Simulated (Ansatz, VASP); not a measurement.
**Two plane-wave programs on Rh**

```
Rh
1.0
     0.00000    1.90081    1.90081
     1.90081    0.00000    1.90081
     1.90081    1.90081    0.00000
Rh
1
Direct
  0.00000 0.00000 0.00000
```

Alike in both runs: task single point; functional r2SCAN; k mesh 14 × 14 × 14; occupations fermi-dirac, width 0.1 eV; no spin polarisation.

```csv
,VASP,Ansatz
version,VASP 6.6.1,Ansatz 0.2.0
potentials or method,"VASP PAW PBE potentials, release 64 (Rh_pv), cutoff 520 eV","plane waves (800 eV) with PAW, scalar-relativistic"
valence electrons in the cell,15,17
```

|  | VASP | Ansatz | Ansatz less VASP |
| --- | --- | --- | --- |
| pressure (GPa) | 1.2 | 0.0 | -1.20 |

VASP's potentials were made for PBE, not for r2SCAN. VASP's potentials hold 15 valence electrons a cell and Ansatz's 17, so a difference there can come from the potentials and not from the codes.
